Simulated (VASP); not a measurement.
A run of VASP 6.6.1:

INCAR

```
  PREC = Accurate
  ENCUT = 520
  EDIFF = 1E-6
  ISMEAR = 0
  SIGMA = 0.1
  LREAL = F
  LASPH = T
  NELM = 100
  ALGO = Normal
  ISIF = 2
  LWAVE = F
  LCHARG = F
  GGA = PE
  NBANDS = 9
```

Contents of KPOINTS:

```
regular mesh
0
Gamma
  27 27 16
```

POSCAR

```
Be
1.0
    2.2650135149      0.0000000000      0.0000000000
   -1.1325067574      1.9615592438      0.0000000000
    0.0000000000      0.0000000000      3.5606959465
Be
2
Direct
    0.3333333333      0.6666666667      0.7500000000
    0.6666666667      0.3333333333      0.2500000000
```

Potentials or basis: VASP PAW PBE potentials, release 64 (Be).

Run with:

```bash
$ cat potpaw_PBE.64/Be/POTCAR > POTCAR
$ mpirun -np 1 vasp_std > vasp.out
```

Hardware: 1 thread of Intel(R) Xeon(R) 6975P-C (Granite Rapids), with other jobs on the host.

Problem. Estimate the wall time of this run.

Solution. Wall time 28 s on 1 thread of Intel(R) Xeon(R) 6975P-C (Granite Rapids), with other jobs on the host, peak memory 0.19 GiB. Counts: scf iterations 10, k points 675.
